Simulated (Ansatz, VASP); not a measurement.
HPbNO4: VASP beside Ansatz

```
CELL_PARAMETERS angstrom
4.19923 0.11117 0.16817
1.91600 3.89132 0.12568
1.76085 1.25259 6.37266
ATOMIC_POSITIONS crystal
H 0.89145 0.68202 0.62796
Pb 0.14426 0.92872 0.88352
N 0.25670 0.28861 0.30171
O 0.83108 0.65056 0.78405
O 0.38694 0.22380 0.11295
O 0.31104 0.03576 0.45856
O 0.07726 0.60633 0.32275
```

Alike in both runs: task relaxation of cell and atoms; functional r2SCAN; k mesh 5 × 5 × 3; occupations fermi-dirac, width 0.05 eV; no spin polarisation.

```csv
,VASP,Ansatz
version,VASP 6.6.1,Ansatz 0.2.0
potentials or method,"VASP PAW PBE potentials, release 64 (H, Pb_d, N, O)",Ansatz PAW
plane-wave cutoff (eV),600,500
valence electrons in the cell,44,44
```

```csv
,VASP,Ansatz,Ansatz less VASP
"gap on the k mesh at the Fermi level, each at its own relaxed structure (eV)",3.01,3.16,+0.150
relaxed volume (Å³/atom),13.64,13.76,+0.113
relaxed length of the cell vector where the two differ most in proportion (Å),4.122,4.140,+0.0182
```

VASP's potentials were made for PBE, not for r2SCAN.

Neither program's run includes spin-orbit coupling. Noted on VASP's run: the standard files for N, O and F lose accuracy on very short bonds. Noted on Ansatz's run: odd divisions of the mesh miss points on the zone boundary, where band edges often lie, so the gap on the mesh can be too wide; the plane-wave basis is chosen anew once the cell has moved, so the energies of steps on either side of that aren't comparable.
